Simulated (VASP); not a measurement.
Pt:

```xyz
2
Lattice="2.7717 0.0000 0.0000 -1.3858 2.4003 0.0000 0.0000 0.0000 4.5271" Properties=species:S:1:pos:R:3 pbc="T T T"
Pt    0.0000    1.6002    3.3953
Pt    1.3858    0.8001    1.1318
```

* Program: VASP 6.6.1
* Task: relaxation of cell and atoms
* Functional: PBE
* Potentials or basis: VASP PAW PBE potentials, release 64 (Pt)
* Cutoff: 500 eV
* k mesh: 18 × 18 × 10
* Occupations: gaussian, width 0.05 eV
* Spin: no spin polarisation

At the start: pressure 11.5 GPa; volume 15.06 Å³/atom.

Where does the relaxation end?

Over 9 steps the energy falls by 41.1 meV/atom and the volume is 15.72 Å³/atom (+4.4 %); space group P6_3/mmc (No. 194, to 0.05 Å).

The path:
```
step  energy change (eV)  largest force (eV/Å)  pressure (GPa)  volume (Å³)
   1              0.0000                0.0000           11.54        30.12
   2              0.1791                0.0000          -19.88        35.08
   3             -0.0569                0.0000           -1.77        31.63
   4             -0.0570                0.0000           -1.38        31.58
   5             -0.0800                0.0000           -0.39        31.47
   6             -0.0822                0.0000            0.17        31.43
   7             -0.0822                0.0000            0.23        31.42
   8             -0.0822                0.0000           -0.47        31.51
   9             -0.0823                0.0000            0.01        31.45
```

Final structure:
```yaml
crystal:
  lattice:
    - [2.75633, 0.00000, 0.00000]
    - [-1.37817, 2.38705, 0.00000]
    - [0.00000, 0.00000, 4.77992]
  atoms:
    - { symbol: Pt, position: [0.33333, 0.66667, 0.75000] }
    - { symbol: Pt, position: [0.66667, 0.33333, 0.25000] }
```
